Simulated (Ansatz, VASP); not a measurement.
**TaS2 in VASP and in Ansatz**

```
Ta S
1.0
     3.38350    0.00000    0.00000
    -1.69175    2.93020    0.00000
     0.00000    0.00000    5.86000
Ta S
1 2
Direct
  0.00000 0.00000 0.00000
  0.33333 0.66667 0.25000
  0.66667 0.33333 0.75000
```

Change from the starting cell: equal xx and yy strain of +1 %, PAW files.

Alike in both runs: task electric field gradients; functional PBEsol; k mesh 8 × 8 × 4; occupations fermi-dirac, width 0.02 eV; no spin polarisation.

```csv
,VASP,Ansatz
version,VASP 6.6.1,Ansatz 0.2.0
potentials or method,"VASP PAW PBE potentials, release 64 (Ta_pv, S)","PAW with Ansatz's default frozen-core files, scalar-relativistic"
plane-wave cutoff (eV),400,420
valence electrons in the cell,23,25
```

```tsv
	VASP	Ansatz	Ansatz less VASP
pressure (GPa)	1.6	1.5	-0.13
traceless stress, the component that is largest in VASP (GPa)	3.91	3.85	-0.065
rms of the force components (eV/Å)	0.341	0.328	-0.0126
size of Vzz on the site where it differs most (V/Å²)	134.5	167.6	+33.09
```

VASP's potentials were made for PBE, not for PBEsol. Atom by atom the forces differ by 0.013 eV/Å (rms over components). VASP's potentials hold 23 valence electrons a cell and Ansatz's 25, so a difference there can come from the potentials and not from the codes.

Neither program's run includes spin-orbit coupling.
